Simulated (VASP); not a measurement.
ZnS: relaxation of cell and atoms with PBE

ZnS:

```
CELL_PARAMETERS angstrom
0.00000 2.70465 2.70465
2.70465 0.00000 2.70465
2.70465 2.70465 0.00000
ATOMIC_POSITIONS crystal
Zn 0.00000 0.00000 0.00000
S 0.75000 0.75000 0.75000
```

```json
{"Program": "VASP 6.6.1", "Task": "relaxation of cell and atoms", "Functional": "PBE", "Potentials or basis": "VASP PAW PBE potentials, release 64 (Zn, S)", "Cutoff": "600 eV", "k mesh": "10 × 10 × 10", "Occupations": "gaussian, width 0.02 eV", "Spin": "no spin polarisation", "Dipole correction": "no", "Further INCAR settings": "ALGO = Normal; EDIFF = 1e-06; IBRION = 2; EDIFFG = -0.005; NSW = 100; ISIF = 3"}
```

```
Relaxed volume                         : 20.19 Å³/atom
Relaxed cell                           : a = 3.851 Å, b = 3.851 Å, c = 3.851 Å, α = 60.00°, β = 60.00°, γ = 60.00°
Space group after relaxing (to 0.05 Å) : F-43m (No. 216)
Energy gained by relaxing              : 2.0 meV/atom
Ionic steps                            : 5
Pressure after relaxing                : 0.0 GPa
Band gap on the k mesh                 : 2.01 eV, direct
```

Step by step:
| step | energy change (eV) | largest force (eV/Å) | pressure (GPa) | volume (Å³) |
| --- | --- | --- | --- | --- |
| 1 | 0.0000 | 0.0000 | 1.53 | 39.57 |
| 2 | -0.0036 | 0.0000 | -0.42 | 40.66 |
| 3 | -0.0039 | 0.0000 | -0.05 | 40.41 |
| 4 | -0.0039 | 0.0000 | 0.06 | 40.38 |
| 5 | -0.0039 | 0.0000 | 0.03 | 40.38 |

Final structure:
```
CELL_PARAMETERS angstrom
0.00000 2.72309 2.72309
2.72309 0.00000 2.72309
2.72309 2.72309 0.00000
ATOMIC_POSITIONS crystal
Zn 0.00000 0.00000 0.00000
S 0.75000 0.75000 0.75000
```

Levels at points of the mesh, in eV from the valence-band top:
```tsv
k point	band 5	band 6	band 7	band 8	band 9	band 10	band 11	band 12	band 13
(0.00, 0.00, 0.00)	-5.78	-5.78	0.00	0.00	0.00	2.01	6.41	6.41	6.41
(0.50, 0.00, 0.00)	-5.75	-5.58	-5.14	-0.83	-0.83	3.26	6.94	6.94	8.79
(0.50, 0.50, 0.00)	-5.71	-5.57	-4.47	-2.14	-2.14	3.46	4.07	10.82	11.81
```

Run time: 35 s on 1 thread of Intel(R) Xeon(R) Platinum 8375C CPU @ 2.90GHz (Ice Lake), on a shared host, peak memory 0.2 GiB.

PBE usually gives volumes a little too large and moduli too small. Zero-point motion and thermal expansion aren't in these numbers.
